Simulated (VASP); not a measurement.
# Zr2AlN3 (P6/mmm) in VASP: a series of runs

Zr2AlN3 is run at these levels: PBE; tasks: single point, relaxation of cell and atoms.

Everything below comes from runs of VASP 6.6.1. Logs are shortened: lines on timing, memory, paths and dates and some standing lists are left out, and cuts for length are marked.

### 1 The cell of the first run

The structure is hexagonal, space group P6/mmm (No. 191). The conventional cell has a = 4.806 Å, b = 4.806 Å, c = 4.090 Å, α = 90.00°, β = 90.00°, γ = 120.00°. Zr (site symmetry -6m2) has 2 N at 2.04 Å within 2.7 Å. Within 2.7 Å of Al (site symmetry 6/mmm) lie 2 N at 2.04 Å. N (site symmetry -6m2) has 2 Zr at 2.04 Å within 2.7 Å. Within 2.7 Å of N (site symmetry 6/mmm) lie 2 Al at 2.04 Å.

### 2 Single point, PBE

Input file INCAR:

```
  ALGO = Normal
  EDIFF = 1E-6
  ENCUT = 520
  GGA = PE
  ISIF = 2
  ISMEAR = 0
  LASPH = T
  LCHARG = F
  LREAL = F
  LWAVE = F
  NBANDS = 30
  NELM = 60
  PREC = Accurate
  SIGMA = 0.1
```

Input file KPOINTS:

```
k-points
0
Gamma
  6 6 4
```

Input file POSCAR:

```
Zr2AlN3
1.0
    4.8064980625      0.0000000000      0.0000000000
   -2.4032490313      4.1625494254      0.0000000000
    0.0000000000      0.0000000000      4.0898978228
Zr Al N
2 1 3
Direct
    0.3333333333      0.6666666667      0.5000000000
    0.6666666667      0.3333333333      0.5000000000
    0.0000000000      0.0000000000      0.0000000000
    0.3333333333      0.6666666667      0.0000000000
    0.6666666667      0.3333333333      0.0000000000
    0.0000000000      0.0000000000      0.5000000000
```

Potentials or basis: VASP PAW PBE potentials, release 64 (Zr_sv, Al, N).

The run is started by

```sh
> cat potpaw_PBE.64/Zr_sv/POTCAR potpaw_PBE.64/Al/POTCAR potpaw_PBE.64/N/POTCAR > POTCAR
> mpirun -np 1 vasp_std > vasp.out
```

OUTCAR:

```text
EDIFF = 1E-6
   ENCUT = 520
   GGA = PE
   ISIF = 2
   ISMEAR = 0
   LASPH = T
   LREAL = F
   NELM = 60
   PREC = Accurate

 ion  position               nearest neighbor table
   1  0.333  0.667  0.500-   4 2.04   4 2.04   2 2.78   6 2.78   2 2.78   6 2.78   6 2.78   2 2.78
                             3 3.45   3 3.45   3 3.45   3 3.45   3 3.45   3 3.45
   2  0.667  0.333  0.500-   5 2.04   5 2.04   1 2.78   6 2.78   1 2.78   6 2.78   6 2.78   1 2.78
                             3 3.45   3 3.45   3 3.45   3 3.45   3 3.45   3 3.45
   3  0.000  0.000  0.000-   6 2.04   6 2.04   1 3.45   1 3.45   2 3.45   2 3.45   2 3.45   2 3.45
                             1 3.45   1 3.45   2 3.45   2 3.45   1 3.45   1 3.45
   4  0.333  0.667  0.000-   1 2.04   1 2.04
   5  0.667  0.333  0.000-   2 2.04   2 2.04
   6  0.000  0.000  0.500-   3 2.04   3 2.04   1 2.78   2 2.78   2 2.78   1 2.78   2 2.78   1 2.78

  LATTYP: Found a hexagonal cell.
 ALAT       =     4.8064980625
 C/A-ratio  =     0.8509101158

  Lattice vectors:

 A1 = (   4.8064980625,   0.0000000000,   0.0000000000)
 A2 = (  -2.4032490313,   4.1625494254,   0.0000000000)
 A3 = (   0.0000000000,   0.0000000000,   4.0898978228)

Analysis of symmetry for initial positions (statically):
=====================================================================
 Subroutine PRICEL returns:
 Original cell was already a primitive cell.

 Routine SETGRP: Setting up the symmetry group for a
 hexagonal supercell.

 Subroutine GETGRP returns: Found 24 space group operations
 (whereof 24 operations were pure point group operations)
 out of a pool of 24 trial point group operations.

The static configuration has the point symmetry D_6h.

Analysis of symmetry for dynamics (positions and initial velocities):
=====================================================================
 Subroutine PRICEL returns:
 Original cell was already a primitive cell.

 Routine SETGRP: Setting up the symmetry group for a
 hexagonal supercell.

 Subroutine GETGRP returns: Found 24 space group operations
 (whereof 24 operations were pure point group operations)
 out of a pool of 24 trial point group operations.

The dynamic configuration has the point symmetry D_6h.

 Subroutine INISYM returns: Found 24 space group operations
 (whereof 24 operations are pure point group operations),
 and found     1 'primitive' translations
[... 98 lines left out ...]
   NELM   =     60;   NELMIN=  2; NELMDL= -5     # of ELM steps
   EDIFF  = 0.1E-05   stopping-criterion for ELM
   LREAL  =      F    real-space projection
   EDIFFG = 0.1E-04   stopping-criterion for IOM
   NSW    =      0    number of steps for IOM
   IBRION =     -1    ionic relax: 0-MD 1-quasi-New 2-CG
   NFREE  =      0    steps in history (QN), initial steepest desc. (CG)
   ISIF   =      2    stress and relaxation
   ISYM   =      2    0-nonsym 1-usesym 2-fastsym
   POTIM  = 0.5000    time-step for ionic-motion
   TEBEG  =    0.0;   TEEND  =   0.0 temperature during run
   PSTRESS=    0.0 pullay stress
   NELECT =      42.0000    total number of electrons
   NUPDOWN=      -1.0000    fix difference up-down
   EMIN   =  10.00;   EMAX   =-10.00  energy-range for DOS
   EFERMI =   0.00;   METHOD = LEGACY
   ISMEAR =     0;   SIGMA  =   0.10  broadening in eV -4-tet -1-fermi 0-gaus
   EFERMI_NEDOS =   21; number of points for ismear=-14 and -15
   IALGO  =     38    algorithm
   IMIX   =      4    mixing-type and parameters
     AMIX     =   0.40;   BMIX     =  1.00
     AMIX_MAG =   1.60;   BMIX_MAG =  1.00
  volume/ion in A,a.u.               =      13.64        92.03
  Fermi-wavevector in a.u.,A,eV,Ry     =   1.310764  2.476984 23.376187  1.718101
  Thomas-Fermi vector in A             =   2.441272
   LORBIT       =      0    0 simple, 1 ext, 2 COOP (PROOUT), +10 PAW based schemes
   GGA     = PE    functional components
   LHFCALC =     F    Hartree Fock is set to
   AEXX    =    0.0000 exact exchange contribution
   IVDW    =     0    specifies the selected vdW correction
   LEPSILON=     F    determine dielectric tensor
   LRPA    =     F    only Hartree local field effects (RPA)
 non-spin polarized calculation
 Gauss-broadening in eV      SIGMA  =   0.10
  energy-cutoff  :      520.00
  volume of cell :       81.83
 maximum number of plane-waves:      2217
 NGX is ok and might be reduce to    36
   NGX = 17   NGY = 17   NGZ = 15

 number of electron      42.0000007 magnetization

 Free energy of the ion-electron system (eV)
  ---------------------------------------------------
  ext. energy  EPLUGINS =         0.00000000
  ---------------------------------------------------
  free energy    TOTEN  =       -44.09834029 eV

  energy without entropy =      -44.08012490  energy(sigma->0) =      -44.08923260

 E-fermi :   8.1225     XC(G=0): -11.2296

 val. band max:        8.0687500771   @ k =   0.1667   0.0000   0.0000
 cond. band min:       8.1272385383   @ k =   0.3333   0.1667   0.0000
 fundamental gap:      0.0584884612
 Fermi energy:         8.1224707647

 k-point     1 :       0.0000    0.0000    0.0000
  band No.  band energies     occupation
      1     -40.6050      2.00000
      2     -40.2493      2.00000
      3     -19.2723      2.00000
      4     -19.2723      2.00000
      5     -18.6730      2.00000
      6     -18.3438      2.00000
[... 682 lines left out ...]
     29      13.5055      0.00000
     30      13.5055      0.00000

------------------------ aborting loop because EDIFF is reached ----------------------------------------

  FORCE on cell =-STRESS in cart. coord.  units (eV):
  Direction    XX          YY          ZZ          XY          YZ          ZX
  --------------------------------------------------------------------------------------
  -------------------------------------------------------------------------------------
  Total        0.1775363      0.1775363      0.2727768     -0.0000000      0.0000000      0.0000000
  in kB        3.4761385      3.4761385      5.3409351     -0.0000000      0.0000000      0.0000000
  external PRESSURE =       4.0977374 kB  Pullay stress =       0.0000000 kB

 VOLUME and BASIS-vectors are now :
 -----------------------------------------------------------------------------
  energy-cutoff  :      520.00
  volume of cell :       81.83
      direct lattice vectors                 reciprocal lattice vectors
     4.806498063  0.000000000  0.000000000     0.208051681  0.120118694  0.000000000
    -2.403249031  4.162549425  0.000000000     0.000000000  0.240237388  0.000000000
     0.000000000  0.000000000  4.089897823     0.000000000  0.000000000  0.244504886

 POSITION                                       TOTAL-FORCE (eV/Angst)
 -----------------------------------------------------------------------------------
     -0.00000      2.77503      2.04495         0.000000     -0.000000      0.000000
      2.40325      1.38752      2.04495        -0.000000     -0.000000     -0.000000
      0.00000      0.00000      0.00000        -0.000000     -0.000000     -0.000000
     -0.00000      2.77503      0.00000        -0.000000      0.000000     -0.000000
      2.40325      1.38752      0.00000         0.000000     -0.000000     -0.000000
      0.00000      0.00000      2.04495        -0.000000     -0.000000     -0.000000
 -----------------------------------------------------------------------------------
    total drift:                                0.000000      0.000000     -0.000000

  FREE ENERGIE OF THE ION-ELECTRON SYSTEM (eV)
  ---------------------------------------------------
  free  energy   TOTEN  =       -44.0983402936 eV

  energy  without entropy=      -44.0801248996  energy(sigma->0) =      -44.08923260
```

Wall time 30 s (1 thread of AMD EPYC 9R45 (Zen 5), shared host); peak memory 0.17 GiB.

Results:

```yaml
Free_energy: -44.0983 eV
Pressure: 0.4 GPa
Band_gap_on_the_k_mesh: zero (band 21 reaches 8.34 eV, above the bottom of band 22 at 7.81 eV)
```

Levels at points of the mesh, in eV from the Fermi level:
| k point | band 17 | band 18 | band 19 | band 20 | band 21 | band 22 | band 23 | band 24 | band 25 | band 26 |
| --- | --- | --- | --- | --- | --- | --- | --- | --- | --- | --- |
| (0.00, 0.00, 0.00) | -1.53 | -0.65 | -0.65 | -0.59 | 0.22 | 0.36 | 0.36 | 0.90 | 1.41 | 1.41 |
| (0.50, 0.00, 0.00) | -1.18 | -0.68 | -0.65 | -0.27 | -0.27 | -0.10 | 0.63 | 1.40 | 1.80 | 2.01 |
| (0.00, 0.00, 0.50) | -4.20 | -3.85 | -2.63 | -2.63 | -0.49 | 1.17 | 1.17 | 2.68 | 4.01 | 4.01 |
| (0.50, 0.00, 0.50) | -3.87 | -2.80 | -2.28 | -1.13 | -0.96 | 0.40 | 1.86 | 3.45 | 3.55 | 3.68 |

Caveat: the k points lie up to 0.38 Å⁻¹ apart.

### 3 Relaxation of cell and atoms, PBE

This run uses another cell than the first one, of 15.64 Å³/atom, 1.147 times its volume.

Input file INCAR:

```
PREC     = Accurate       # precision mode
ENCUT    = 600            # plane-wave cutoff, eV
EDIFF    = 1E-7           # SCF threshold, eV
ISMEAR   = 0              # smearing method
SIGMA    = 0.1            # smearing width, eV
LREAL    = F              # projectors in reciprocal space
LASPH    = T              # aspherical terms in the spheres
NELM     = 100            # most SCF steps
ALGO     = Normal         # electronic algorithm
ISIF     = 3              # what is computed and relaxed
LWAVE    = F              # write WAVECAR
LCHARG   = F              # write CHGCAR
GGA      = PE             # functional
IBRION   = 2              # ionic algorithm
NSW      = 90             # ionic steps
EDIFFG   = -0.04          # ionic threshold
```

Input file KPOINTS:

```
Automatic mesh
0
Gamma
  6 6 4
```

Input file POSCAR:

```
Zr2AlN3
1.0
    4.3012841200      0.0000000000      0.0000000000
   -2.1506420600      3.7250213100      0.0000000000
    0.0000000000      0.0000000000      5.8575314800
Zr Al N
2 1 3
Direct
    0.3333333300      0.6666666700      0.5000000000
    0.6666666700      0.3333333300      0.5000000000
    0.0000000000      0.0000000000      0.0000000000
    0.3333333300      0.6666666700      0.0000000000
    0.6666666700      0.3333333300      0.0000000000
    0.0000000000      0.0000000000      0.5000000000
```

Potentials or basis: VASP PAW PBE potentials, release 64 (Zr_sv, Al, N).

The run is started by

```sh
> cat potpaw_PBE.64/Zr_sv/POTCAR potpaw_PBE.64/Al/POTCAR potpaw_PBE.64/N/POTCAR > POTCAR
> mpirun -np 1 vasp_std > vasp.out
```

OUTCAR:

```text
PREC = Accurate
   ENCUT = 600
   EDIFF = 1E-7
   ISMEAR = 0
   LREAL = F
   LASPH = T
   NELM = 100
   ISIF = 3
   GGA = PE
   IBRION = 2
   NSW = 90
   EDIFFG = -0.04

 ion  position               nearest neighbor table
   1  0.333  0.667  0.500-   2 2.48   6 2.48   2 2.48   6 2.48   6 2.48   2 2.48
   2  0.667  0.333  0.500-   1 2.48   6 2.48   1 2.48   6 2.48   6 2.48   1 2.48
   3  0.000  0.000  0.000-   4 2.48   5 2.48   4 2.48   5 2.48   5 2.48   4 2.48
   4  0.333  0.667  0.000-   3 2.48   3 2.48   3 2.48
   5  0.667  0.333  0.000-   3 2.48   3 2.48   3 2.48
   6  0.000  0.000  0.500-   1 2.48   2 2.48   1 2.48   2 2.48   2 2.48   1 2.48

  LATTYP: Found a hexagonal cell.
 ALAT       =     4.3012841200
 C/A-ratio  =     1.3618099425

  Lattice vectors:

 A1 = (   4.3012841200,   0.0000000000,   0.0000000000)
 A2 = (  -2.1506420600,   3.7250213100,   0.0000000000)
 A3 = (   0.0000000000,   0.0000000000,   5.8575314800)

Analysis of symmetry for initial positions (statically):
=====================================================================
 Subroutine PRICEL returns:
 Original cell was already a primitive cell.

 Routine SETGRP: Setting up the symmetry group for a
 hexagonal supercell.

 Subroutine GETGRP returns: Found 24 space group operations
 (whereof 24 operations were pure point group operations)
 out of a pool of 24 trial point group operations.

The static configuration has the point symmetry D_6h.

Analysis of symmetry for dynamics (positions and initial velocities):
=====================================================================
 Subroutine PRICEL returns:
 Original cell was already a primitive cell.

 Routine SETGRP: Setting up the symmetry group for a
 hexagonal supercell.

 Subroutine GETGRP returns: Found 24 space group operations
[... 138 lines left out ...]
 conjugate gradient relaxation of ions
 non-spin polarized calculation
 Gauss-broadening in eV      SIGMA  =   0.10
  energy-cutoff  :      600.00
  volume of cell :       93.85
 maximum number of plane-waves:      3161
 NGX is ok and might be reduce to    36
   NGX = 17   NGY = 17   NGZ = 23

--------------------------------------- Ionic step        1  -------------------------------------------

 number of electron      41.9999996 magnetization

 Free energy of the ion-electron system (eV)
  ---------------------------------------------------
  ext. energy  EPLUGINS =         0.00000000
  ---------------------------------------------------
  free energy    TOTEN  =       -37.93183053 eV

  energy without entropy =      -37.90644343  energy(sigma->0) =      -37.91913698

------------------------ aborting loop because EDIFF is reached ----------------------------------------

  FORCE on cell =-STRESS in cart. coord.  units (eV):
  Direction    XX          YY          ZZ          XY          YZ          ZX
  --------------------------------------------------------------------------------------
  -------------------------------------------------------------------------------------
  Total       -6.0767683     -6.0767683    -17.0806876      0.0000000      0.0000000      0.0000000
  in kB     -103.7389238   -103.7389235   -291.5911967      0.0000000      0.0000000      0.0000000
  external PRESSURE =    -166.3563480 kB  Pullay stress =       0.0000000 kB
[... 101 lines left out ...]
  FREE ENERGIE OF THE ION-ELECTRON SYSTEM (eV)
  ---------------------------------------------------
  free  energy   TOTEN  =       -40.4581694465 eV

  energy  without entropy=      -40.4337525364  energy(sigma->0) =      -40.44596099

 E-fermi :  10.1763     XC(G=0): -12.0782

 val. band max:       10.1597442088   @ k =   0.3333   0.3333   0.0000
 cond. band min:      10.2207526334   @ k =   0.0000   0.0000   0.0000
 fundamental gap:      0.0610084246
 Fermi energy:        10.1763455456

 k-point     1 :       0.0000    0.0000    0.0000
  band No.  band energies     occupation
      1     -38.8023      2.00000
      2     -37.9740      2.00000
      3     -17.8468      2.00000
      4     -17.8468      2.00000
      5     -16.8342      2.00000
      6     -16.1376      2.00000
[... 577 lines left out ...]
     24      12.5153      0.00000
     25      14.5068      0.00000

[... ionic steps 4 to 8 ...]

--------------------------------------- Ionic step        9  -------------------------------------------

 number of electron      41.9999998 magnetization

------------------------ aborting loop because EDIFF is reached ----------------------------------------
[... 75 lines left out ...]
--------------------------------------- Ionic step       11  -------------------------------------------

 number of electron      42.0000002 magnetization

 Free energy of the ion-electron system (eV)
  ---------------------------------------------------
  ext. energy  EPLUGINS =         0.00000000
  ---------------------------------------------------
  free energy    TOTEN  =       -44.10760081 eV

  energy without entropy =      -44.08959759  energy(sigma->0) =      -44.09859920

 E-fermi :   8.1598     XC(G=0): -11.2470

 val. band max:        8.0858829259   @ k =   0.1667  -0.0000   0.0000
 cond. band min:       8.1664549935   @ k =   0.3333   0.1667   0.0000
 fundamental gap:      0.0805720676
 Fermi energy:         8.1598270698

 k-point     1 :       0.0000    0.0000    0.0000
  band No.  band energies     occupation
      1     -40.5751      2.00000
      2     -40.2109      2.00000
      3     -19.2503      2.00000
      4     -19.2503      2.00000
      5     -18.6405      2.00000
      6     -18.3043      2.00000
[... 610 lines left out ...]
  FREE ENERGIE OF THE ION-ELECTRON SYSTEM (eV)
  ---------------------------------------------------
  free  energy   TOTEN  =       -44.1076008131 eV

  energy  without entropy=      -44.0895975935  energy(sigma->0) =      -44.09859920

 reached required accuracy - stopping structural energy minimisation
```

OSZICAR:

```text
N       E                     dE             d eps       ncg     rms          rms(c)
DAV:   1     0.384246063081E+03    0.38425E+03   -0.23372E+04  1058   0.177E+03
DAV:   2    -0.619135047607E+01   -0.39044E+03   -0.38649E+03  1222   0.447E+02
DAV:   3    -0.414920872330E+02   -0.35301E+02   -0.34896E+02  1907   0.116E+02
[... 154 lines left out ...]
DAV:   7    -0.441076018941E+02   -0.98742E-04   -0.31780E-04  1387   0.111E-01    0.354E-02
DAV:   8    -0.441076023709E+02   -0.47678E-06   -0.25863E-05  1570   0.350E-02    0.148E-02
DAV:   9    -0.441076013077E+02    0.10633E-05   -0.28574E-06  1340   0.136E-02    0.317E-03
DAV:  10    -0.441076007662E+02    0.54144E-06   -0.48711E-07  1128   0.517E-03    0.935E-04
DAV:  11    -0.441076008131E+02   -0.46897E-07   -0.33324E-08   644   0.159E-03
  11 F= -.44107601E+02 E0= -.44098599E+02  d E =-.282448E-01
```

CONTCAR:

```text
Zr2AlN3
   1.00000000000000
     4.7953823622142213   -0.0000000000000000   -0.0000000000000000
    -2.3976911811071107    4.1529229376850845   -0.0000000000000000
     0.0000000000000000   -0.0000000000000000    4.0960675214608786
  Zr              Al              N
     2     1     3
Direct
     0.3333333300000021    0.6666666699999979    0.5000000000000000
     0.6666666699999979    0.3333333300000021    0.5000000000000000
     0.0000000000000000    0.0000000000000000    1.0000000000000000
     0.3333333300000021    0.6666666699999979    0.0000000000000000
     0.6666666699999979    0.3333333300000021    0.0000000000000000
     0.0000000000000000    0.0000000000000000    0.5000000000000000

  0.00000000E+00  0.00000000E+00  0.00000000E+00
  0.00000000E+00  0.00000000E+00  0.00000000E+00
  0.00000000E+00  0.00000000E+00  0.00000000E+00
  0.00000000E+00  0.00000000E+00  0.00000000E+00
  0.00000000E+00  0.00000000E+00  0.00000000E+00
  0.00000000E+00  0.00000000E+00  0.00000000E+00
```

It took 5.9 min on 1 thread of AMD EPYC 9R45 (Zen 5), shared host; peak memory 0.26 GiB.

Results:

* Free energy: -44.1076 eV
* Relaxed volume: 13.60 Å³/atom
* Relaxed cell: a = 4.795 Å, b = 4.795 Å, c = 4.096 Å, α = 90.00°, β = 90.00°, γ = 120.00°
* Space group after relaxing (to 0.05 Å): P6/mmm (No. 191)
* Energy gained by relaxing: 1029.3 meV/atom
* Ionic steps: 11
* Pressure after relaxing: 0.2 GPa
* Band gap on the k mesh: zero (band 21 reaches 8.39 eV, above the bottom of band 22 at 7.85 eV)

The path:
| step | energy change (eV) | largest force (eV/Å) | pressure (GPa) | volume (Å³) |
| --- | --- | --- | --- | --- |
| 1 | 0.0000 | 0.0000 | -16.64 | 93.85 |
| 2 | -2.3211 | 0.0000 | 1.82 | 73.24 |
| 3 | -2.5263 | 0.0000 | 11.34 | 68.87 |
| 4 | -3.8583 | 0.0000 | 23.37 | 64.67 |
| 5 | -4.0118 | 0.0000 | 32.11 | 63.19 |
| 6 | -5.5659 | 0.0000 | 16.72 | 69.45 |
| 7 | -5.9466 | 0.0000 | 12.56 | 75.32 |
| 8 | -6.1125 | 0.0000 | -3.00 | 80.69 |
| 9 | -6.1475 | 0.0000 | 1.22 | 79.01 |
| 10 | -6.1587 | 0.0000 | 0.90 | 79.65 |
| 11 | -6.1758 | 0.0000 | 0.23 | 81.57 |

Final structure:
```yaml
crystal:
  lattice:
    - [4.79538, 0.00000, 0.00000]
    - [-2.39769, 4.15292, 0.00000]
    - [0.00000, 0.00000, 4.09607]
  atoms:
    - { symbol: Zr, position: [0.33333, 0.66667, 0.50000] }
    - { symbol: Zr, position: [0.66667, 0.33333, 0.50000] }
    - { symbol: Al, position: [0.00000, 0.00000, 0.00000] }
    - { symbol: N, position: [0.33333, 0.66667, 0.00000] }
    - { symbol: N, position: [0.66667, 0.33333, 0.00000] }
    - { symbol: N, position: [0.00000, 0.00000, 0.50000] }
```
